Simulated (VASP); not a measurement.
Wanted: the native input for a VASP 6.6.1 run.

| Quantity | Value |
| --- | --- |
| Task | single point |
| Functional | PBEsol |
| Potentials or basis | VASP PAW PBE potentials, release 64 (Mo_sv) |
| Cutoff | 520 eV |
| k mesh | 22 × 22 × 22 |
| Occupations | gaussian, width 0.15 eV |
| Spin | no spin polarisation |
| Dipole correction | no |
| Further INCAR settings | ALGO = Fast; EDIFF = 1e-06; NBANDS = 13 |

The structure of Mo lies in POSCAR:

```
Mo
1.0
   -1.5710000000      1.5710000000      1.6888250000
    1.5710000000     -1.5710000000      1.6888250000
    1.5710000000      1.5710000000     -1.6888250000
Mo
1
Direct
    0.0000000000      0.0000000000      0.0000000000
```

This cell differs from its parent crystal: strain +0.0750 x Voigt [0, 0, 1, 0, 0, 0].

The input as run:

INCAR

```
SYSTEM = Mo
ALGO = Fast
EDIFF = 1E-6
ENCUT = 520
GGA = PS
ISIF = 2
ISMEAR = 0
LASPH = .True.
LCHARG = .False.
LREAL = .False.
LWAVE = .False.
NBANDS = 13
NELM = 100
PREC = Accurate
SIGMA = 0.15
```

KPOINTS

```
k-points
0
Gamma
  22 22 22
  0 0 0
```

Potentials or basis: VASP PAW PBE potentials, release 64 (Mo_sv).

Run with:

```bash
$ cat potpaw_PBE.64/Mo_sv/POTCAR > POTCAR
$ mpirun -np 1 vasp_std > vasp.out
```

It gave:

| Quantity | Value |
| --- | --- |
| Pressure | -18.7 GPa |
| Band gap on the k mesh | zero (band 7 reaches 14.96 eV, above the bottom of band 8 at 10.52 eV) |

Caveat: the cell differs from its parent crystal (strain +0.0750 x Voigt [0, 0, 1, 0, 0, 0]); the PAW data sets were made with another functional, which shifts forces and pressure a little.

Run time: 70 s on 1 thread of Intel(R) Xeon(R) Platinum 8488C (Sapphire Rapids), on a shared host, peak memory 0.28 GiB.
